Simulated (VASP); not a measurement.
# Mo (P-1) in VASP: relaxation of cell and atoms with PBEsol

Aim: the relaxation of cell and atoms of Mo with PBEsol.

Everything below comes from runs of VASP 6.6.1. Logs are shortened: lines on timing, memory, paths and dates and some standing lists are left out, and cuts for length are marked.

### Step 1. The cell of the first run

The typed cell holds 1 atom: a = 2.727 Å, b = 2.735 Å, c = 2.531 Å, α = 90.72°, β = 89.21°, γ = 120.76°.

### Step 2. Relaxation of cell and atoms, PBEsol

Contents of INCAR:

```
PREC = Accurate
ENCUT = 600
EDIFF = 1E-6
ISMEAR = 0
SIGMA = 0.15
LREAL = False
LASPH = True
NELM = 100
ALGO = Fast
ISIF = 3
LWAVE = False
LCHARG = False
GGA = PS
IBRION = 2
NSW = 100
EDIFFG = -0.01
```

Contents of KPOINTS:

```
regular mesh
0
Gamma
  12 12 14
```

Contents of POSCAR:

```
Mo
1.0
    2.7270264303     -0.0204196298      0.0189679185
   -1.3811971332      2.3609759680     -0.0173591967
    0.0172369145     -0.0082636683      2.5313409087
Mo
1
Direct
    0.0000000000      0.0000000000      0.5000000000
```

Potentials or basis: VASP PAW PBE potentials, release 64 (Mo_sv).

Launch:

```bash
cat potpaw_PBE.64/Mo_sv/POTCAR > POTCAR
mpirun -np 1 vasp_std > vasp.out
```

OUTCAR:

```text
PREC = Accurate
   ENCUT = 600
   EDIFF = 1E-6
   ISMEAR = 0
   LREAL = False
   LASPH = True
   NELM = 100
   ISIF = 3
   GGA = PS
   IBRION = 2
   NSW = 100
   EDIFFG = -0.01

 ion  position               nearest neighbor table
   1  0.000  0.000  0.500-

  LATTYP: Found a triclinic cell.
 ALAT       =     2.7271688424
 B/A-ratio  =     0.9900012505
 C/A-ratio  =     0.9282201540
 COS(alpha) =     0.0011600721
 COS(beta)  =     0.0137882635
 COS(gamma) =     0.4919608334

  Lattice vectors:

 A1 = (   2.7270264303,  -0.0204196298,   0.0189679185)
 A2 = (   1.3458292971,   2.3405563382,   0.0016087218)
 A3 = (   0.0172369145,  -0.0082636683,   2.5313409087)

Analysis of symmetry for initial positions (statically):
=====================================================================
 Subroutine PRICEL returns:
 Original cell was already a primitive cell.

 Routine SETGRP: Setting up the symmetry group for a
 triclinic supercell.

 Subroutine GETGRP returns: Found  2 space group operations
 (whereof  2 operations were pure point group operations)
 out of a pool of  2 trial point group operations.

The static configuration has the point symmetry S_2 .

Analysis of symmetry for dynamics (positions and initial velocities):
=====================================================================
 Subroutine PRICEL returns:
 Original cell was already a primitive cell.

 Routine SETGRP: Setting up the symmetry group for a
 triclinic supercell.

 Subroutine GETGRP returns: Found  2 space group operations
 (whereof  2 operations were pure point group operations)
 out of a pool of  2 trial point group operations.

The dynamic configuration has the point symmetry S_2 .

 Subroutine INISYM returns: Found  2 space group operations
 (whereof  2 operations are pure point group operations),
 and found     1 'primitive' translations

----------------------------------------------------------------------------------------

                                     Primitive cell

  volume of cell :      16.2256

  direct lattice vectors                    reciprocal lattice vectors
     2.727026430 -0.020419630  0.018967919     0.368325683  0.215461341 -0.001804695
    -1.381197133  2.360975968 -0.017359197     0.003175995  0.425421699  0.001367180
     0.017236914 -0.008263668  2.531340909    -0.002738169  0.001302916  0.395070439

  length of vectors
     2.727168842  2.735363666  2.531413083     0.426720817  0.425435751  0.395082076

  position of ions in fractional coordinates (direct lattice)
     0.000000000  0.000000000  0.500000000

  ion indices of the primitive-cell ions
   primitive index   ion index
                 1           1

----------------------------------------------------------------------------------------

 KPOINTS: regular mesh

Automatic generation of k-mesh.
 Grid dimensions read from file:
 generate k-points for:   12   12   14

 Generating k-lattice:

  Cartesian coordinates                     Fractional coordinates (reciprocal lattice)
     0.030693807  0.017955112 -0.000150391     0.083333333 -0.000000000 -0.000000000
     0.000264666  0.035451808  0.000113932    -0.000000000  0.083333333  0.000000000
    -0.000195583  0.000093065  0.028219317     0.000000000  0.000000000  0.071428571

  Length of vectors
     0.035560068  0.035452979  0.028220148

  Shift w.r.t. Gamma in fractional coordinates (k-lattice)
     0.000000000  0.000000000  0.000000000

 Subroutine IBZKPT returns following result:
 ===========================================

 Found   1012 irreducible k-points:

 Following reciprocal coordinates:
            Coordinates               Weight
  0.000000  0.000000  0.000000      1.000000
  0.083333 -0.000000  0.000000      2.000000
  0.166667  0.000000  0.000000      2.000000
  0.250000 -0.000000  0.000000      2.000000
  0.333333 -0.000000  0.000000      2.000000
  0.416667 -0.000000 -0.000000      2.000000
[... 16 lines left out ...]
  0.250000  0.166667  0.000000      2.000000
  0.333333  0.166667  0.000000      2.000000
 [... further k-points ...]
   k-points           NKPTS =   1012   k-points in BZ     NKDIM =   1012   number of bands    NBANDS=     11
   number of dos      NEDOS =    301   number of ions     NIONS =      1
   total plane-waves  NPLWV =  11520
   dimension x,y,z NGX =    24 NGY =   24 NGZ =   20
   dimension x,y,z NGXF=    48 NGYF=   48 NGZF=   40
   ions per type =               1
   NGX,Y,Z   is equivalent  to a cutoff of  14.63, 14.59, 13.13 a.u.
   NGXF,Y,Z  is equivalent  to a cutoff of  29.26, 29.17, 26.27 a.u.
 SYSTEM =  unknown system
   PREC   = accura    normal or accurate (medium, high low for compatibility)
   ISTART =      0    job   : 0-new  1-cont  2-samecut
   ICHARG =      2    charge: 1-file 2-atom 10-const
   ISPIN  =      1    spin polarized calculation?
   LNONCOLLINEAR =      F non collinear calculations
   LSORBIT =      F    spin-orbit coupling
   LASPH  =      T    aspherical Exc in radial PAW
   ENCUT  =  600.0 eV  44.10 Ry    6.64 a.u.   5.45  5.46  5.06*2*pi/ulx,y,z
   NELM   =    100;   NELMIN=  2; NELMDL= -5     # of ELM steps
   EDIFF  = 0.1E-05   stopping-criterion for ELM
   LREAL  =      F    real-space projection
   EDIFFG = -.1E-01   stopping-criterion for IOM
   NSW    =    100    number of steps for IOM
   IBRION =      2    ionic relax: 0-MD 1-quasi-New 2-CG
   NFREE  =      1    steps in history (QN), initial steepest desc. (CG)
   ISIF   =      3    stress and relaxation
   ISYM   =      2    0-nonsym 1-usesym 2-fastsym
   POTIM  = 0.5000    time-step for ionic-motion
   TEBEG  =    0.0;   TEEND  =   0.0 temperature during run
   PSTRESS=    0.0 pullay stress
   NELECT =      14.0000    total number of electrons
   NUPDOWN=      -1.0000    fix difference up-down
   EMIN   =  10.00;   EMAX   =-10.00  energy-range for DOS
   EFERMI =   0.00;   METHOD = LEGACY
   ISMEAR =     0;   SIGMA  =   0.15  broadening in eV -4-tet -1-fermi 0-gaus
   EFERMI_NEDOS =   21; number of points for ismear=-14 and -15
   IALGO  =     68    algorithm
   IMIX   =      4    mixing-type and parameters
     AMIX     =   0.40;   BMIX     =  1.00
     AMIX_MAG =   1.60;   BMIX_MAG =  1.00
  volume/ion in A,a.u.               =      16.23       109.50
  Fermi-wavevector in a.u.,A,eV,Ry     =   1.558539  2.945211 33.049134  2.429043
  Thomas-Fermi vector in A             =   2.662028
   LORBIT       =      0    0 simple, 1 ext, 2 COOP (PROOUT), +10 PAW based schemes
   GGA     = PS    functional components
   LHFCALC =     F    Hartree Fock is set to
   AEXX    =    0.0000 exact exchange contribution
   IVDW    =     0    specifies the selected vdW correction
   LEPSILON=     F    determine dielectric tensor
   LRPA    =     F    only Hartree local field effects (RPA)
 conjugate gradient relaxation of ions
 non-spin polarized calculation
 RMM-DIIS sequential band-by-band and
 Gauss-broadening in eV      SIGMA  =   0.15
  energy-cutoff  :      600.00
  volume of cell :       16.23
 maximum number of plane-waves:       561
 NGX is ok and might be reduce to    24
   NGX = 11   NGY = 11   NGZ = 11

--------------------------------------- Ionic step        1  -------------------------------------------

 number of electron      14.0000001 magnetization

 Free energy of the ion-electron system (eV)
  ---------------------------------------------------
  ext. energy  EPLUGINS =         0.00000000
  ---------------------------------------------------
  free energy    TOTEN  =       -10.87260863 eV

  energy without entropy =      -10.86224698  energy(sigma->0) =      -10.86742780

------------------------ aborting loop because EDIFF is reached ----------------------------------------

  FORCE on cell =-STRESS in cart. coord.  units (eV):
  Direction    XX          YY          ZZ          XY          YZ          ZX
  --------------------------------------------------------------------------------------
  -------------------------------------------------------------------------------------
  Total        0.4086353      0.3875423     -0.5330451     -0.0745475     -0.0646244      0.1338748
  in kB       40.3502969     38.2674803    -52.6350138     -7.3611237     -6.3812754     13.2193372
  external PRESSURE =       8.6609211 kB  Pullay stress =       0.0000000 kB
[... 86 lines left out ...]
  FREE ENERGIE OF THE ION-ELECTRON SYSTEM (eV)
  ---------------------------------------------------
  free  energy   TOTEN  =       -10.8839393538 eV

  energy  without entropy=      -10.8747258439  energy(sigma->0) =      -10.87933260

[... ionic steps 4 to 54 ...]

--------------------------------------- Ionic step       55  -------------------------------------------

 number of electron      14.0000000 magnetization

------------------------ aborting loop because EDIFF is reached ----------------------------------------

  FORCE on cell =-STRESS in cart. coord.  units (eV):
  Direction    XX          YY          ZZ          XY          YZ          ZX
  --------------------------------------------------------------------------------------
  -------------------------------------------------------------------------------------
  Total       -0.0088869     -0.0155620     -0.0052579      0.0027958      0.0006189     -0.0002737
  in kB       -0.9273989     -1.6239798     -0.5486910      0.2917610      0.0645836     -0.0285583
  external PRESSURE =      -1.0333566 kB  Pullay stress =       0.0000000 kB
[... 55 lines left out ...]
  energy  without entropy=      -11.7738029136  energy(sigma->0) =      -11.77641454

--------------------------------------- Ionic step       57  -------------------------------------------

 number of electron      14.0000000 magnetization

 Free energy of the ion-electron system (eV)
  ---------------------------------------------------
  ext. energy  EPLUGINS =         0.00000000
  ---------------------------------------------------
  free energy    TOTEN  =       -11.77902922 eV

  energy without entropy =      -11.77380162  energy(sigma->0) =      -11.77641542

 E-fermi :  12.7476     XC(G=0): -13.6343

 val. band max:       12.7394302482   @ k =   0.0000   0.5000   0.2857
 cond. band min:      12.7670559306   @ k =   0.3333  -0.1667   0.2143
 fundamental gap:      0.0276256824
 Fermi energy:        12.7475540459

 k-point     1 :       0.0000    0.0000    0.0000
  band No.  band energies     occupation
      1     -48.4350      2.00000
      2     -21.6856      2.00000
      3     -21.6803      2.00000
      4     -21.6728      2.00000
      5       5.4190      2.00000
      6      11.3017      2.00000
      7      11.3815      2.00000
      8      11.3938      2.00000
      9      14.4119      0.00000
     10      14.4744      0.00000
     11      27.5644      0.00000
[... 309 lines left out ...]
 k-point    24 :       0.3333    0.1667    0.0000
  band No.  band energies     occupation
      1     -48.1496      2.00000
      2     -22.9843      2.00000
      3     -22.2459      2.00000
      4     -21.8084      2.00000
      5       8.1780      2.00000
      6       9.5604      2.00000
      7      11.8174      2.00000
      8      14.2485      0.00000
      9      15.4183      0.00000
     10      18.8251      0.00000
     11      24.8201      0.00000

 [... further k-points ...]
[... 5 lines left out ...]
  --------------------------------------------------------------------------------------
  -------------------------------------------------------------------------------------
  Total        0.0074993      0.0051466      0.0048432      0.0005779      0.0010740     -0.0001049
  in kB        0.7829981      0.5373568      0.5056764      0.0603432      0.1121407     -0.0109510
  external PRESSURE =       0.6086771 kB  Pullay stress =       0.0000000 kB
[... 16 lines left out ...]
  FREE ENERGIE OF THE ION-ELECTRON SYSTEM (eV)
  ---------------------------------------------------
  free  energy   TOTEN  =       -11.7790292225 eV

  energy  without entropy=      -11.7738016233  energy(sigma->0) =      -11.77641542

 reached required accuracy - stopping structural energy minimisation
```

Run time: 28 min. Hardware: 1 thread of Intel Xeon 6975P-C (Granite Rapids), shared host; peak memory 0.55 GiB.

Results:

```
Free energy                           : -11.7790 eV
Relaxed volume                        : 15.35 Å³/atom
Relaxed cell                          : a = 3.123 Å, b = 2.712 Å, c = 2.706 Å, α = 109.29°, β = 55.01°, γ = 125.17°
Space group after relaxing (to 0.1 Å) : Im-3m (No. 229)
Energy gained by relaxing             : 906.4 meV/atom
Ionic steps                           : 57
Pressure after relaxing               : 0.1 GPa
Band gap on the k mesh                : zero (bands 7 and 8 overlap by 5.45 eV)
```

The path:
| step | energy change (eV) | largest force (eV/Å) | pressure (GPa) | volume (Å³) |
| --- | --- | --- | --- | --- |
| 1 | 0.0000 | 0.0000 | 0.87 | 16.23 |
| 3 | -0.0113 | 0.0000 | -1.00 | 16.36 |
| 5 | -0.0383 | 0.0000 | 11.17 | 15.62 |
| 7 | -0.0390 | 0.0000 | 14.15 | 15.46 |
| 9 | -0.0374 | 0.0000 | 17.13 | 15.31 |
| 11 | -0.0387 | 0.0000 | 17.71 | 15.29 |
| 13 | -0.0431 | 0.0000 | 19.70 | 15.19 |
| 15 | -0.0395 | 0.0000 | 29.10 | 14.78 |
| 17 | -0.0543 | 0.0000 | 25.29 | 14.93 |
| 19 | -0.1223 | 0.0000 | 28.23 | 14.78 |
| 21 | -0.2143 | 0.0000 | 29.36 | 14.64 |
| 23 | -0.4032 | 0.0000 | -0.49 | 15.98 |
| 25 | -0.4370 | 0.0000 | 2.21 | 15.77 |
| 27 | -0.5565 | 0.0000 | -1.60 | 15.80 |
| 29 | -0.5639 | 0.0000 | -1.63 | 15.78 |
| 31 | -0.6484 | 0.0000 | 2.65 | 15.42 |
| 33 | -0.7472 | 0.0000 | 13.56 | 14.78 |
| 35 | -0.7798 | 0.0000 | 12.20 | 14.84 |
| 37 | -0.8366 | 0.0000 | 3.40 | 15.24 |
| 39 | -0.8813 | 0.0000 | -6.22 | 15.74 |
| 41 | -0.9037 | 0.0000 | -0.29 | 15.37 |
| 43 | -0.9048 | 0.0000 | -0.29 | 15.36 |
| 45 | -0.9062 | 0.0000 | 0.70 | 15.31 |
| 47 | -0.9063 | 0.0000 | -0.14 | 15.36 |
| 49 | -0.9063 | 0.0000 | -0.28 | 15.37 |
| 51 | -0.9064 | 0.0000 | -0.21 | 15.35 |
| 53 | -0.9064 | 0.0000 | -0.12 | 15.35 |
| 55 | -0.9064 | 0.0000 | -0.10 | 15.35 |
| 57 | -0.9064 | 0.0000 | 0.06 | 15.35 |

Final structure:
```
Mo
1.0
     2.96430    0.07728    0.97911
    -1.51897    2.17700   -0.55459
     0.77675    0.08838    2.59034
Mo
1
Direct
  0.00000 0.00000 0.50000
```

Caveat: the PAW data sets were made with another functional, which shifts forces and pressure a little.

The gap in the log of VASP goes by the Fermi energy; the results here count the filled bands.